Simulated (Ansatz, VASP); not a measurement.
## TiCo2 in VASP and in Ansatz

```
Ti Co
1.0
     0.00000    3.24742    3.24742
     3.24742    0.00000    3.24742
     3.24742    3.24742    0.00000
Ti Co
2 4
Direct
  0.50000 0.50000 0.50000
  0.75000 0.75000 0.75000
  0.12500 0.12500 0.12500
  0.62500 0.12500 0.12500
  0.12500 0.12500 0.62500
  0.12500 0.62500 0.12500
```

Alike in both runs: functional LDA; k mesh 10 × 10 × 10; occupations fermi-dirac, width 0.15 eV; no spin polarisation.

Ansatz relaxed the structure, and its values are those at the end. VASP's run is a single point on that final structure, the one shown.

```csv
,VASP,Ansatz
version,VASP 6.6.1,Ansatz 0.2.0
potentials or method,"VASP PAW LDA potentials, release 64 (Ti_sv, Co), cutoff 520 eV","scalar-relativistic, plane waves, PAW"
valence electrons in the cell,60,92
```

```tsv
	VASP	Ansatz	Ansatz less VASP
gap on the k mesh at the Fermi level (eV)	none	none	-
pressure (GPa)	-0.5	0.0	+0.49
```

LDA's correlation is that of Perdew and Zunger in VASP and of Perdew and Wang (1992) in Ansatz. A gap of «none» marks a metal or a gap that the smearing closes. VASP's potentials hold 60 valence electrons a cell and Ansatz's 92, so a difference there can come from the potentials and not from the codes.
